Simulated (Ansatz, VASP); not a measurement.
Hf2O: VASP beside Ansatz

```
CELL_PARAMETERS angstrom
5.10482 0.00000 0.00000
0.00000 5.73823 0.00000
0.00000 0.00000 3.18002
ATOMIC_POSITIONS crystal
Hf 0.23600 0.34073 0.00000
Hf 0.76400 0.65927 0.00000
Hf 0.73600 0.15927 0.50000
Hf 0.26400 0.84073 0.50000
O 0.00000 0.00000 0.00000
O 0.50000 0.50000 0.50000
```

Alike in both runs: functional PBE; k mesh 8 × 8 × 12; occupations gaussian, width 0.1 eV; no spin polarisation.

Ansatz relaxed the structure, and its values are those at the end. VASP's run is a single point on that final structure, the one shown.

|  | VASP | Ansatz |
| --- | --- | --- |
| version | VASP 6.6.1 | Ansatz 0.2.0 |
| potentials or method | VASP PAW PBE potentials, release 64 (Hf_pv, O), cutoff 520 eV | scalar-relativistic, plane waves, PAW |
| valence electrons in the cell | 52 | 116 |

```csv
,VASP,Ansatz,Ansatz less VASP
gap on the k mesh at the Fermi level (eV),none,none,-
pressure (GPa),-1.6,0.0,+1.59
rms of the force components (eV/Å),0.020,0.001,-0.0188
```

A gap of «none» marks a metal or a gap that the smearing closes. VASP's potentials hold 52 valence electrons a cell and Ansatz's 116, so a difference there can come from the potentials and not from the codes.

Spin-orbit coupling is off throughout.
